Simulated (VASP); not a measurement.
Here is a VASP 6.6.1 calculation.

The input INCAR:

```
SYSTEM = AlN
  ALGO = Normal
  EDIFF = 1E-6
  ENCUT = 600
  GGA = PS
  GGA_COMPAT = .False.
  ISIF = 2
  ISMEAR = -1
  IVDW = 12
  LASPH = .True.
  LCHARG = .False.
  LREAL = .False.
  LWAVE = .False.
  NBANDS = 11
  NELM = 120
  PREC = Accurate
  SIGMA = 0.02
```

Contents of KPOINTS:

```
k-points
0
Gamma
  6 6 6
  0 0 0
```

POSCAR

```
AlN
1.0
    2.5854596279      0.0000000000      0.0000000000
    0.0000000000      2.5854596279      0.0000000000
    0.0000000000      0.0000000000      2.5854596279
Al N
1 1
Direct
    0.0000000000      0.0000000000      0.0000000000
    0.5000000000      0.5000000000      0.5000000000
```

Potentials or basis: VASP PAW PBE potentials, release 64 (Al, N).

Launch:

```console
$ cat potpaw_PBE.64/Al/POTCAR potpaw_PBE.64/N/POTCAR > POTCAR
$ mpirun -np 1 vasp_std > vasp.out
```

Problem. What does it give for the dispersion energy per atom?

Solution. -0.274 eV.

Problem. What does it give for the pressure?

Solution. -4.3 GPa.

Problem. Estimate the band gap on the k mesh.

Solution. Zero (bands 4 and 5 overlap by 1.32 eV).

Caveat: the k points lie up to 0.41 Å⁻¹ apart, too coarse for converged energies and pressures of a metal; the PAW data sets were made with another functional, which shifts forces and pressure a little.
